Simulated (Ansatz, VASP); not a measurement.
**One calculation of Be2C, two programs**

```
Be C
1.0
     0.00000    2.16500    2.16500
     2.16500    0.00000    2.16500
     2.16500    2.16500    0.00000
Be C
2 1
Direct
  0.25000 0.25000 0.25000
  0.75000 0.75000 0.75000
  0.00000 0.00000 0.00000
```

Alike in both runs: task single point; functional PBE; k mesh 14 × 14 × 14; occupations fermi-dirac, width 0.001 eV; no spin polarisation.

```csv
,VASP,Ansatz
version,VASP 6.6.1,Ansatz 0.2.0
potentials or method,"VASP PAW PBE potentials, release 64 (Be, C), cutoff 600 eV","all-electron LAPW, scalar-relativistic"
```

Ansatz gave:

```
gap on the k mesh at the Fermi level (eV) : 1.17
pressure (GPa)                            : -0.3
```

Q: Which values does VASP return?

A: gap on the k mesh at the Fermi level (eV): 1.16; pressure (GPa): 0.0.

Ansatz ran all-electron here, and VASP with PAW potentials.
